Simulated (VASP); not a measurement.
## K3Na13Cl16: single point with PBEsol

K3Na13Cl16:

```
CELL_PARAMETERS angstrom
11.47595 0.00000 0.00000
0.00000 11.47595 0.00000
0.00000 0.00000 11.47595
ATOMIC_POSITIONS crystal
Cl 0.25039 0.99032 0.99942
Cl 0.25043 0.99817 0.50034
Cl 0.25035 0.51026 0.99765
Cl 0.25033 0.50270 0.50135
Cl 0.75040 0.00831 0.99794
Cl 0.75033 0.99084 0.50160
Cl 0.75044 0.48937 0.98785
Cl 0.75028 0.51070 0.51114
Cl 0.99119 0.25090 0.01057
Cl 0.01046 0.25124 0.48928
Cl 0.01049 0.74958 0.00213
Cl 0.00294 0.75001 0.49868
Cl 0.50979 0.25087 0.98933
Cl 0.49025 0.25147 0.50945
Cl 0.49008 0.74961 0.99875
Cl 0.49771 0.74995 0.50067
Cl 0.00206 0.99691 0.24968
Cl 0.00032 0.98902 0.75050
Cl 0.01134 0.50305 0.24941
Cl 0.00166 0.51180 0.75021
Cl 0.49948 0.98919 0.24919
Cl 0.49981 0.99718 0.74999
Cl 0.48878 0.51185 0.24882
Cl 0.49874 0.50342 0.74984
Cl 0.24095 0.24809 0.26032
Cl 0.26034 0.24983 0.73936
Cl 0.24933 0.75181 0.25300
Cl 0.25138 0.75073 0.74690
Cl 0.76165 0.23672 0.23980
Cl 0.73934 0.24773 0.75792
Cl 0.75188 0.76030 0.26143
Cl 0.74854 0.75155 0.74037
Na 0.00031 0.99757 0.00221
Na 0.00258 0.99577 0.49784
Na 0.00297 0.50244 0.99984
Na 0.00511 0.50504 0.49980
Na 0.50046 0.99765 0.99731
Na 0.49817 0.99582 0.50209
Na 0.49771 0.50240 0.99449
Na 0.49546 0.50499 0.50456
Na 0.25036 0.25029 0.49985
Na 0.25027 0.75039 0.99983
Na 0.25029 0.75062 0.50005
Na 0.75060 0.24758 0.99741
Na 0.75036 0.75184 0.50178
Na 0.24866 0.99610 0.25223
Na 0.25230 0.99587 0.74770
Na 0.24883 0.50498 0.25224
Na 0.25212 0.50506 0.74770
Na 0.75293 0.99754 0.24977
Na 0.74772 0.99770 0.74987
Na 0.74748 0.50259 0.74967
Na 0.00264 0.24719 0.24976
Na 0.00478 0.75175 0.25228
Na 0.00249 0.75045 0.74768
Na 0.50002 0.25001 0.74944
Na 0.49552 0.75176 0.25238
Na 0.49807 0.75050 0.74776
K 0.25049 0.25022 0.99980
K 0.75040 0.24962 0.50009
K 0.75028 0.74993 0.99982
K 0.75131 0.49975 0.24946
K 0.99978 0.25037 0.74991
K 0.50008 0.24922 0.24935
```

```json
{"Program": "VASP 6.6.1", "Task": "single point", "Functional": "PBEsol", "Potentials or basis": "VASP PAW PBE potentials, release 64 (Cl, Na_pv, K_sv)", "Cutoff": "500 eV", "k mesh": "1 × 1 × 1, shifted", "Occupations": "fermi-dirac, width 0.05 eV", "Spin": "no spin polarisation"}
```

```yaml
Pressure: 0.0 GPa
Largest_force: 0.010 eV/Å
Band_gap_on_the_k_mesh: 5.44 eV
```

Forces on the atoms (eV/Å):
```
Cl   0.001 -0.001 -0.002
Cl   0.001 -0.001  0.000
Cl   0.000  0.003 -0.002
Cl   0.001  0.000 -0.002
Cl   0.001  0.007  0.004
Cl   0.003 -0.003 -0.001
Cl   0.000 -0.006 -0.003
Cl   0.000  0.002  0.000
Cl  -0.006 -0.001  0.007
Cl   0.000  0.002 -0.006
Cl   0.003  0.001  0.004
Cl   0.000  0.000  0.000
Cl   0.003  0.000 -0.003
Cl  -0.005 -0.001  0.003
Cl   0.000  0.000  0.000
Cl  -0.001  0.001  0.001
Cl  -0.002  0.001  0.000
Cl  -0.001 -0.005 -0.001
Cl   0.002  0.000 -0.002
Cl   0.000  0.002  0.001
Cl   0.001 -0.002 -0.002
Cl  -0.001 -0.004  0.000
Cl  -0.001  0.003 -0.002
Cl   0.003 -0.002 -0.001
Cl  -0.005  0.002  0.007
Cl   0.001  0.001 -0.002
Cl  -0.001 -0.001 -0.001
Cl  -0.002  0.001  0.000
Cl   0.006 -0.007 -0.003
Cl  -0.006  0.004  0.008
Cl   0.003  0.003  0.006
Cl   0.001  0.000 -0.003
Na   0.001  0.000 -0.002
Na  -0.001  0.001  0.000
Na   0.000  0.000 -0.001
Na  -0.001 -0.001  0.001
Na   0.000  0.000  0.000
Na   0.000  0.001  0.000
Na   0.000  0.000  0.002
Na   0.001 -0.001 -0.001
Na   0.001  0.000  0.000
Na   0.001 -0.001  0.000
Na   0.000  0.000  0.000
Na  -0.001  0.001 -0.001
Na   0.000 -0.001  0.001
Na   0.001  0.001 -0.001
Na   0.000  0.001  0.000
Na   0.001 -0.001  0.000
Na  -0.001 -0.002  0.000
Na  -0.002 -0.001  0.001
Na   0.001  0.000 -0.001
Na   0.002  0.001 -0.001
Na   0.001  0.000  0.001
Na  -0.002  0.000  0.000
Na   0.000  0.000  0.001
Na  -0.001  0.000 -0.001
Na   0.002  0.000 -0.001
Na   0.000  0.000  0.001
K   -0.001  0.000  0.001
K    0.001  0.000  0.000
K    0.001 -0.001 -0.001
K    0.001  0.004  0.000
K    0.001  0.000  0.000
K   -0.002  0.001 -0.001
```

Stress tensor (GPa, compression positive):
```
 0.02 -0.02 -0.05
-0.02  0.01  0.00
-0.05  0.00  0.01
```

Levels at points of the mesh, in eV from the valence-band top:
```tsv
k point	band 227	band 228	band 229	band 230	band 231	band 232	band 233	band 234
(0.25, 0.25, 0.25)	-0.12	-0.12	-0.01	0.00	5.44	6.39	6.39	6.40
```

It took 17 min on 1 thread of Intel(R) Xeon(R) Platinum 8259CL CPU @ 2.50GHz (Skylake/Cascade Lake), on a shared host, peak memory 1.2 GiB.

Caveat: the PAW data sets were made with another functional, which shifts forces and pressure a little; a shifted mesh leaves out Γ, where band edges can lie. A k mesh can miss the band edges.
